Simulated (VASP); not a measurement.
# Zn (Fm-3m) in VASP: settings compared

The runs below take Zn through single point, relaxation of cell and atoms, with PBEsol, PBEsol+D4, PBEsol+D3(BJ).

Program: VASP 6.6.1. These are calculated values, not measurements. Logs are shortened: lines on timing, memory, paths and dates and some standing lists are left out, and cuts for length are marked.

## (1) The cell of the first run

The structure is cubic, space group Fm-3m (No. 225). The conventional cell has a = 3.835 Å, b = 3.835 Å, c = 3.835 Å, α = 90.00°, β = 90.00°, γ = 90.00°. Zn (site symmetry m-3m) has 12 Zn at 2.71 Å within 3.6 Å.

## (2) Single point, PBEsol

INCAR

```
SYSTEM = Zn
ALGO = Normal
EDIFF = 1E-6
ENCUT = 520
GGA = PS
ISIF = 2
ISMEAR = -1
LASPH = .True.
LCHARG = .True.
LELF = .True.
LREAL = .False.
LVHAR = .True.
LWAVE = .False.
NBANDS = 12
NELM = 80
PREC = Accurate
SIGMA = 0.05
```

KPOINTS

```
k-points
0
Gamma
  12 12 12
  0 0 0
```

POSCAR

```
Zn
1.0
    0.0000000000      1.9174448190      1.9174448190
    1.9174448190      0.0000000000      1.9174448190
    1.9174448190      1.9174448190      0.0000000000
Zn
1
Direct
    0.0000000000      0.0000000000      0.0000000000
```

Potentials or basis: VASP PAW PBE potentials, release 64 (Zn).

Command:

```console
$ cat potpaw_PBE.64/Zn/POTCAR > POTCAR
$ mpirun -np 1 vasp_std > vasp.out
```

OUTCAR:

```text
SYSTEM = Zn
   EDIFF = 1E-6
   ENCUT = 520
   GGA = PS
   ISIF = 2
   ISMEAR = -1
   LASPH = .True.
   LREAL = .False.
   NELM = 80
   PREC = Accurate

 ion  position               nearest neighbor table
   1  0.000  0.000  0.000-

  LATTYP: Found a face centered cubic cell.
 ALAT       =     3.8348896380

  Lattice vectors:

 A1 = (   0.0000000000,   1.9174448190,   1.9174448190)
 A2 = (   1.9174448190,   0.0000000000,   1.9174448190)
 A3 = (   1.9174448190,   1.9174448190,   0.0000000000)

Analysis of symmetry for initial positions (statically):
=====================================================================
 Subroutine PRICEL returns:
 Original cell was already a primitive cell.

 Routine SETGRP: Setting up the symmetry group for a
 face centered cubic supercell.

 Subroutine GETGRP returns: Found 48 space group operations
 (whereof 48 operations were pure point group operations)
 out of a pool of 48 trial point group operations.

The static configuration has the point symmetry O_h .

Analysis of symmetry for dynamics (positions and initial velocities):
=====================================================================
 Subroutine PRICEL returns:
 Original cell was already a primitive cell.

 Routine SETGRP: Setting up the symmetry group for a
 face centered cubic supercell.

 Subroutine GETGRP returns: Found 48 space group operations
 (whereof 48 operations were pure point group operations)
 out of a pool of 48 trial point group operations.

The dynamic configuration has the point symmetry O_h .

 Subroutine INISYM returns: Found 48 space group operations
 (whereof 48 operations are pure point group operations),
 and found     1 'primitive' translations

----------------------------------------------------------------------------------------

                                     Primitive cell

  volume of cell :      14.0993

  direct lattice vectors                    reciprocal lattice vectors
     0.000000000  1.917444819  1.917444819    -0.260763697  0.260763697  0.260763697
     1.917444819  0.000000000  1.917444819     0.260763697 -0.260763697  0.260763697
     1.917444819  1.917444819  0.000000000     0.260763697  0.260763697 -0.260763697

  length of vectors
     2.711676468  2.711676468  2.711676468     0.451655972  0.451655972  0.451655972

  position of ions in fractional coordinates (direct lattice)
     0.000000000  0.000000000  0.000000000

  ion indices of the primitive-cell ions
   primitive index   ion index
                 1           1

----------------------------------------------------------------------------------------

 KPOINTS: k-points

Automatic generation of k-mesh.
 Grid dimensions read from file:
 generate k-points for:   12   12   12

 Generating k-lattice:

  Cartesian coordinates                     Fractional coordinates (reciprocal lattice)
    -0.021730308  0.021730308  0.021730308     0.083333333  0.000000000  0.000000000
     0.021730308 -0.021730308  0.021730308     0.000000000  0.083333333  0.000000000
     0.021730308  0.021730308 -0.021730308     0.000000000  0.000000000  0.083333333

  Length of vectors
     0.037637998  0.037637998  0.037637998

  Shift w.r.t. Gamma in fractional coordinates (k-lattice)
     0.000000000  0.000000000  0.000000000

 Subroutine IBZKPT returns following result:
 ===========================================

 Found     72 irreducible k-points:

 Following reciprocal coordinates:
            Coordinates               Weight
  0.000000  0.000000  0.000000      1.000000
  0.083333  0.000000  0.000000      8.000000
  0.166667  0.000000  0.000000      8.000000
  0.250000  0.000000  0.000000      8.000000
  0.333333  0.000000  0.000000      8.000000
  0.416667  0.000000  0.000000      8.000000
[... 16 lines left out ...]
  0.500000  0.166667  0.000000     24.000000
 -0.416667  0.166667  0.000000     24.000000
 [... further k-points ...]
   k-points           NKPTS =     72   k-points in BZ     NKDIM =     72   number of bands    NBANDS=     12
   number of dos      NEDOS =    301   number of ions     NIONS =      1
   total plane-waves  NPLWV =   8000
   dimension x,y,z NGX =    20 NGY =   20 NGZ =   20
   dimension x,y,z NGXF=    40 NGYF=   40 NGZF=   40
   ions per type =               1
   NGX,Y,Z   is equivalent  to a cutoff of  12.26, 12.26, 12.26 a.u.
   NGXF,Y,Z  is equivalent  to a cutoff of  24.52, 24.52, 24.52 a.u.
 SYSTEM =  Zn
   PREC   = accura    normal or accurate (medium, high low for compatibility)
   ISTART =      0    job   : 0-new  1-cont  2-samecut
   ICHARG =      2    charge: 1-file 2-atom 10-const
   ISPIN  =      1    spin polarized calculation?
   LNONCOLLINEAR =      F non collinear calculations
   LSORBIT =      F    spin-orbit coupling
   LASPH  =      T    aspherical Exc in radial PAW
   ENCUT  =  520.0 eV  38.22 Ry    6.18 a.u.   5.04  5.04  5.04*2*pi/ulx,y,z
   NELM   =     80;   NELMIN=  2; NELMDL= -5     # of ELM steps
   EDIFF  = 0.1E-05   stopping-criterion for ELM
   LREAL  =      F    real-space projection
   EDIFFG = 0.1E-04   stopping-criterion for IOM
   NSW    =      0    number of steps for IOM
   IBRION =     -1    ionic relax: 0-MD 1-quasi-New 2-CG
   NFREE  =      0    steps in history (QN), initial steepest desc. (CG)
   ISIF   =      2    stress and relaxation
   ISYM   =      2    0-nonsym 1-usesym 2-fastsym
   POTIM  = 0.5000    time-step for ionic-motion
   TEBEG  =    0.0;   TEEND  =   0.0 temperature during run
   PSTRESS=    0.0 pullay stress
   NELECT =      12.0000    total number of electrons
   NUPDOWN=      -1.0000    fix difference up-down
   EMIN   =  10.00;   EMAX   =-10.00  energy-range for DOS
   EFERMI =   0.00;   METHOD = LEGACY
   ISMEAR =    -1;   SIGMA  =   0.05  broadening in eV -4-tet -1-fermi 0-gaus
   EFERMI_NEDOS =   21; number of points for ismear=-14 and -15
   IALGO  =     38    algorithm
   IMIX   =      4    mixing-type and parameters
     AMIX     =   0.40;   BMIX     =  1.00
     AMIX_MAG =   1.60;   BMIX_MAG =  1.00
  volume/ion in A,a.u.               =      14.10        95.15
  Fermi-wavevector in a.u.,A,eV,Ry     =   1.551443  2.931801 32.748870  2.406974
  Thomas-Fermi vector in A             =   2.655961
   LORBIT       =      0    0 simple, 1 ext, 2 COOP (PROOUT), +10 PAW based schemes
   GGA     = PS    functional components
[... 5 lines left out ...]
 non-spin polarized calculation
  energy-cutoff  :      520.00
  volume of cell :       14.10
 maximum number of plane-waves:       392
   NGX =  9   NGY =  9   NGZ =  9

 number of electron      12.0000012 magnetization

 Free energy of the ion-electron system (eV)
  ---------------------------------------------------
  ext. energy  EPLUGINS =         0.00000000
  ---------------------------------------------------
  free energy    TOTEN  =        -1.55301522 eV

  energy without entropy =       -1.55035026  energy(sigma->0) =       -1.55168274

 E-fermi :   3.3921     XC(G=0): -12.1165

 val. band max:        3.3502782362   @ k =  -0.3333   0.3333   0.1667
 cond. band min:       3.5005834581   @ k =  -0.4167   0.0833   0.0000
 fundamental gap:      0.1503052219
 Fermi energy:         3.3921330677

 k-point     1 :       0.0000    0.0000    0.0000
  band No.  band energies     occupation
      1      -7.5252      2.00000
      2      -4.3514      2.00000
      3      -4.3514      2.00000
      4      -4.3514      2.00000
      5      -3.9114      2.00000
      6      -3.9114      2.00000
      7      22.7276      0.00000
      8      22.7276      0.00000
      9      22.7276      0.00000
     10      22.9208      0.00000
     11      25.4126      0.00000
     12      25.4126      0.00000

 k-point     2 :       0.0833    0.0000    0.0000
  band No.  band energies     occupation
      1      -7.3052      2.00000
      2      -4.3714      2.00000
      3      -4.3249      2.00000
      4      -4.3249      2.00000
      5      -3.9188      2.00000
      6      -3.9188      2.00000
      7      19.3720      0.00000
      8      22.0560      0.00000
      9      22.0560      0.00000
     10      22.7976      0.00000
     11      26.4623      0.00000
     12      26.4623      0.00000

 k-point     3 :       0.1667    0.0000    0.0000
  band No.  band energies     occupation
      1      -6.6710      2.00000
      2      -4.3973      2.00000
      3      -4.2720      2.00000
      4      -4.2720      2.00000
      5      -3.9179      2.00000
      6      -3.9179      2.00000
      7      15.1225      0.00000
      8      21.0741      0.00000
      9      21.0741      0.00000
     10      22.5833      0.00000
     11      28.0584      0.00000
     12      28.3768      0.00000

 k-point     4 :       0.2500    0.0000    0.0000
  band No.  band energies     occupation
      1      -5.7931      2.00000
      2      -4.2601      2.00000
      3      -4.2601      2.00000
      4      -4.2397      2.00000
      5      -3.8528      2.00000
      6      -3.8528      2.00000
      7      11.1300      0.00000
      8      20.3149      0.00000
      9      20.3149      0.00000
     10      22.2371      0.00000
     11      26.3022      0.00000
     12      26.3022      0.00000

 k-point     5 :       0.3333    0.0000    0.0000
  band No.  band energies     occupation
      1      -5.2915      2.00000
      2      -4.2985      2.00000
      3      -4.2985      2.00000
      4      -3.7329      2.00000
      5      -3.7329      2.00000
      6      -3.2625      2.00000
      7       7.4886      0.00000
      8      19.8367      0.00000
      9      19.8367      0.00000
     10      21.8361      0.00000
     11      24.6371      0.00000
     12      24.6371      0.00000

 k-point     6 :       0.4167    0.0000    0.0000
  band No.  band energies     occupation
      1      -5.2221      2.00000
      2      -4.3406      2.00000
      3      -4.3406      2.00000
      4      -3.6282      2.00000
      5      -3.6282      2.00000
      6      -1.4345      2.00000
      7       4.2745      0.00000
      8      19.6058      0.00000
      9      19.6058      0.00000
     10      21.5160      0.00000
     11      23.5598      0.00000
     12      23.5598      0.00000

 k-point     7 :       0.5000    0.0000    0.0000
  band No.  band energies     occupation
      1      -5.2233      2.00000
      2      -4.3575      2.00000
      3      -4.3575      2.00000
      4      -3.5877      2.00000
      5      -3.5877      2.00000
      6       0.2118      2.00000
      7       2.1874      2.00000
      8      19.5450      0.00000
      9      19.5450      0.00000
     10      21.3947      0.00000
     11      23.1805      0.00000
     12      23.1805      0.00000

 k-point     8 :       0.0833    0.0833    0.0000
  band No.  band energies     occupation
      1      -7.2320      2.00000
      2      -4.3994      2.00000
      3      -4.3041      2.00000
      4      -4.3041      2.00000
      5      -3.9538      2.00000
      6      -3.8908      2.00000
      7      20.5073      0.00000
      8      20.5073      0.00000
      9      21.2658      0.00000
     10      21.8736      0.00000
     11      27.6113      0.00000
     12      27.6760      0.00000
[... 166 lines left out ...]
 k-point    20 :       0.2500    0.1667    0.0000
  band No.  band energies     occupation
      1      -5.7219      2.00000
      2      -4.5997      2.00000
      3      -4.1775      2.00000
      4      -4.1003      2.00000
      5      -3.8707      2.00000
      6      -3.7825      2.00000
      7      14.3615      0.00000
      8      16.7146      0.00000
      9      19.0844      0.00000
     10      19.6524      0.00000
     11      21.5574      0.00000
     12      31.3427      0.00000

 k-point    21 :       0.3333    0.1667    0.0000
  band No.  band energies     occupation
      1      -5.1053      2.00000
      2      -4.5504      2.00000
      3      -4.2616      2.00000
      4      -4.0964      2.00000
      5      -3.6868      2.00000
      6      -3.2094      2.00000
      7      10.5523      0.00000
      8      16.1027      0.00000
      9      17.4244      0.00000
     10      18.7936      0.00000
     11      24.2301      0.00000
     12      30.6296      0.00000

 k-point    22 :       0.4167    0.1667    0.0000
  band No.  band energies     occupation
      1      -4.9797      2.00000
      2      -4.4257      2.00000
      3      -4.2098      2.00000
      4      -4.1343      2.00000
      5      -3.5997      2.00000
      6      -1.7787      2.00000
      7       7.0609      0.00000
      8      15.6352      0.00000
      9      15.9688      0.00000
     10      18.7101      0.00000
     11      27.2506      0.00000
     12      29.0376      0.00000

 k-point    23 :       0.5000    0.1667    0.0000
  band No.  band energies     occupation
      1      -4.9794      2.00000
      2      -4.4579      2.00000
      3      -4.1744      2.00000
      4      -4.0413      2.00000
      5      -3.5771      2.00000
      6       0.2513      2.00000
      7       3.9932      0.00001
      8      14.2572      0.00000
      9      16.3319      0.00000
     10      18.9375      0.00000
     11      27.7599      0.00000
     12      28.6146      0.00000

 k-point    24 :      -0.4167    0.1667    0.0000
  band No.  band energies     occupation
      1      -4.9617      2.00000
      2      -4.4599      2.00000
      3      -4.1934      2.00000
      4      -3.9759      2.00000
      5      -3.6387      2.00000
      6       0.9821      2.00000
      7       3.1328      1.98888
      8      13.3141      0.00000
      9      17.1912      0.00000
     10      19.5069      0.00000
     11      26.8855      0.00000
     12      28.0343      0.00000

 [... further k-points ...]
[... 5 lines left out ...]
  --------------------------------------------------------------------------------------
  -------------------------------------------------------------------------------------
  Total        0.0407154      0.0407154      0.0407154      0.0000000      0.0000000      0.0000000
  in kB        4.6266959      4.6266959      4.6266959      0.0000000      0.0000000      0.0000000
  external PRESSURE =       4.6266959 kB  Pullay stress =       0.0000000 kB

 VOLUME and BASIS-vectors are now :
 -----------------------------------------------------------------------------
  energy-cutoff  :      520.00
  volume of cell :       14.10
      direct lattice vectors                 reciprocal lattice vectors
     0.000000000  1.917444819  1.917444819    -0.260763697  0.260763697  0.260763697
     1.917444819  0.000000000  1.917444819     0.260763697 -0.260763697  0.260763697
     1.917444819  1.917444819  0.000000000     0.260763697  0.260763697 -0.260763697

 POSITION                                       TOTAL-FORCE (eV/Angst)
 -----------------------------------------------------------------------------------
      0.00000      0.00000      0.00000         0.000000      0.000000      0.000000
 -----------------------------------------------------------------------------------
    total drift:                               -0.000000     -0.000000     -0.000000

  FREE ENERGIE OF THE ION-ELECTRON SYSTEM (eV)
  ---------------------------------------------------
  free  energy   TOTEN  =        -1.5530152163 eV

  energy  without entropy=       -1.5503502626  energy(sigma->0) =       -1.55168274
```

It took 12 s on 1 thread of AMD EPYC 7R43 (Zen 3), shared host; peak memory 0.09 GiB.

What came out:

```yaml
Free_energy: -1.5530 eV
Pressure: 0.5 GPa
Band_gap_on_the_k_mesh: zero (band 6 reaches 5.73 eV, above the bottom of band 7 at 2.19 eV)
```

Caveat: the PAW data sets were made with another functional, which shifts forces and pressure a little.

(Continued in part 2 of 2.)
